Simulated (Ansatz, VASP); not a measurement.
## KBr: VASP beside Ansatz

Contents of INCAR:

```
SYSTEM = KBr
PREC     = Accurate       ! precision mode
ENCUT    = 520            ! plane-wave cutoff, eV
EDIFF    = 1E-6           ! SCF threshold, eV
ISMEAR   = 0              ! smearing method
SIGMA    = 0.05           ! smearing width, eV
LREAL    = .FALSE.        ! projectors in reciprocal space
LASPH    = .TRUE.         ! aspherical terms in the spheres
NELM     = 80             ! most SCF steps
ALGO     = Normal         ! electronic algorithm
ISIF     = 2              ! what is computed and relaxed
LWAVE    = .FALSE.        ! write WAVECAR
LCHARG   = .FALSE.        ! write CHGCAR
NBANDS   = 24             ! bands
```

File KPOINTS:

```
regular mesh
0
G
  6 6 4
  0 0 0
```

Contents of POSCAR:

```
KBr
1.0
    3.8300121826      0.0000000000      0.0000000000
    0.0000000000      3.8300121826      0.0000000000
    0.0000000000      0.0000000000      7.6600243652
K Br
2 2
Direct
    0.0000000000      0.0000000000      0.0000000000
    0.0000000000      0.0000000000      0.5000000000
    0.3836557226      0.5000000000      0.2500000000
    0.6163442774      0.5000000000      0.7500000000
```

Input for Ansatz:

```yaml
crystal:
  lattice:
    - [3.8300121826, 0.0, 0.0]
    - [0.0, 3.8300121826, 0.0]
    - [0.0, 0.0, 7.6600243652]
  atoms:
    - { symbol: K, position: [0.0, 0.0, 0.0] }
    - { symbol: K, position: [0.0, 0.0, 0.5] }
    - { symbol: Br, position: [0.3836557226, 0.5, 0.25] }
    - { symbol: Br, position: [0.6163442774, 0.5, 0.75] }
basis:
  ecutwfc: 420
kpoints:
  mp_grid: { grid: [6, 6, 4] }
hamiltonian:
  xc: lda
scf:
  occupations: { method: gaussian, width: 0.05 }
output:
  forces: true
  stress: true
  eigenvalues: true
```

Change from the starting cell: mode 4 frozen in at -0.446 Å, equal normal strain along x, y and z +0.0000.

Alike in both runs: task single point; functional LDA; k mesh 6 × 6 × 4; occupations gaussian, width 0.05 eV; no spin polarisation.

|  | VASP | Ansatz |
| --- | --- | --- |
| version | VASP 6.6.1 | Ansatz 0.2.0 |
| potentials or method | VASP PAW LDA potentials, release 64 (K_sv, Br), cutoff 520 eV | scalar-relativistic, plane waves, PAW |
| valence electrons in the cell | 32 | 32 |

|  | VASP | Ansatz | Ansatz less VASP |
| --- | --- | --- | --- |
| gap on the k mesh at the Fermi level (eV) | 4.03 | 4.02 | -0.010 |
| least direct gap on the mesh (eV) | 4.23 | 4.22 | -0.010 |
| pressure (GPa) | 1.7 | 1.6 | -0.14 |
| traceless stress, the component that is largest in VASP (GPa) | -0.52 | -0.49 | +0.033 |
| rms of the force components (eV/Å) | 0.201 | 0.195 | -0.0063 |

LDA's correlation is that of Perdew and Zunger in VASP and of Perdew and Wang (1992) in Ansatz. Atom by atom the forces differ by 0.006 eV/Å (rms over components).
